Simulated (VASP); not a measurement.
**SiRu: relaxation of cell and atoms with PBE**

The system is SiRu.

```
Si Ru
1.0
     4.73636    0.00000    0.00000
     0.00000    4.73636    0.00000
     0.00000    0.00000    4.73636
Si Ru
4 4
Direct
  0.16250 0.33750 0.66250
  0.33750 0.66250 0.16250
  0.66250 0.16250 0.33750
  0.83750 0.83750 0.83750
  0.87094 0.62906 0.37094
  0.62906 0.37094 0.87094
  0.37094 0.87094 0.62906
  0.12906 0.12906 0.12906
```

| Quantity | Value |
| --- | --- |
| Program | VASP 6.6.1 |
| Task | relaxation of cell and atoms |
| Functional | PBE |
| Potentials or basis | VASP PAW PBE potentials, release 64 (Si, Ru_pv) |
| Cutoff | 500 eV |
| k mesh | 8 × 8 × 8 |
| Occupations | gaussian, width 0.01 eV |
| Spin | no spin polarisation |
| Dipole correction | no |
| Further INCAR settings | ALGO = Normal; EDIFF = 1e-07; IBRION = 2; EDIFFG = -0.01; NSW = 100; ISIF = 3 |

```
Relaxed volume                        : 13.28 Å³/atom
Relaxed cell                          : a = 4.736 Å, b = 4.736 Å, c = 4.736 Å, α = 90.00°, β = 90.00°, γ = 90.00°
Space group after relaxing (to 0.1 Å) : P2_13 (No. 198)
Energy gained by relaxing             : 0.0 meV/atom
Ionic steps                           : 4
Pressure after relaxing               : 0.0 GPa
Band gap on the k mesh                : 0.23 eV (least direct gap 0.33 eV)
```

Step by step:
```tsv
step	energy change (eV)	largest force (eV/Å)	pressure (GPa)	volume (Å³)
1	0.0000	0.0213	0.01	106.25
2	-0.0001	0.0116	-0.06	106.26
3	-0.0001	0.0023	-0.13	106.27
4	-0.0001	0.0009	-0.02	106.21
```

Final structure:
```cif
data_structure
_symmetry_space_group_name_H-M 'P 1'
_symmetry_Int_Tables_number 1
_cell_length_a 4.7357
_cell_length_b 4.7357
_cell_length_c 4.7357
_cell_angle_alpha 90.000
_cell_angle_beta 90.000
_cell_angle_gamma 90.000
_cell_volume 106.21
loop_
_atom_site_label
_atom_site_type_symbol
_atom_site_fract_x
_atom_site_fract_y
_atom_site_fract_z
_atom_site_occupancy
Si1 Si 0.16236 0.33764 0.66236 1
Si2 Si 0.33764 0.66236 0.16236 1
Si3 Si 0.66236 0.16236 0.33764 1
Si4 Si 0.83764 0.83764 0.83764 1
Ru1 Ru 0.87063 0.62937 0.37063 1
Ru2 Ru 0.62937 0.37063 0.87063 1
Ru3 Ru 0.37063 0.87063 0.62937 1
Ru4 Ru 0.12937 0.12937 0.12937 1
```

Levels at points of the mesh, in eV from the valence-band top:
```tsv
k point	band 33	band 34	band 35	band 36	band 37	band 38	band 39	band 40
(0.00, 0.00, 0.00)	-0.47	-0.47	-0.29	-0.29	1.01	1.01	1.01	3.09
(0.50, 0.00, 0.00)	-0.87	-0.87	-0.13	-0.13	0.30	0.30	2.25	2.25
(0.50, 0.50, 0.00)	-1.63	-1.63	-0.82	-0.82	1.03	1.03	1.48	1.48
(0.50, 0.50, 0.50)	-1.04	-1.04	-1.04	-1.04	0.69	0.69	0.69	0.69
```

Wall time 10 min on 1 thread of Oxide Virtual Turin-like Processor, with other jobs on the host, peak memory 0.27 GiB.

A k mesh can miss the band edges.
